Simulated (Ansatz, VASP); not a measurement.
CsSc: VASP beside Ansatz

```xyz
6
Lattice="7.9150 0.0000 0.0000 -3.9575 6.8546 0.0000 0.0000 0.0000 6.4363" Properties=species:S:1:pos:R:3 pbc="T T T"
Cs    3.9575    0.0000    0.0000
Cs    1.9788    3.4273    0.0000
Cs   -1.9788    3.4273    0.0000
Sc    0.0000    0.0000    0.0000
Sc    0.0000    4.5697    3.2181
Sc    3.9575    2.2849    3.2181
```

Alike in both runs: functional PBE; k mesh 3 × 3 × 4; occupations gaussian, width 0.1 eV; no spin polarisation.

Ansatz relaxed the structure, and its values are those at the end. VASP's run is a single point on that final structure, the one shown.

|  | VASP | Ansatz |
| --- | --- | --- |
| version | VASP 6.6.1 | Ansatz 0.2.0 |
| potentials or method | VASP PAW PBE potentials, release 64 (Cs_sv, Sc_sv), cutoff 520 eV | scalar-relativistic, plane waves, PAW |
| valence electrons in the cell | 60 | 60 |

|  | VASP | Ansatz | Ansatz less VASP |
| --- | --- | --- | --- |
| gap on the k mesh at the Fermi level (eV) | none | none | - |
| pressure (GPa) | 0.0 | 0.0 | -0.01 |

A gap of «none» marks a metal or a gap that the smearing closes.

Spin-orbit coupling is off throughout.
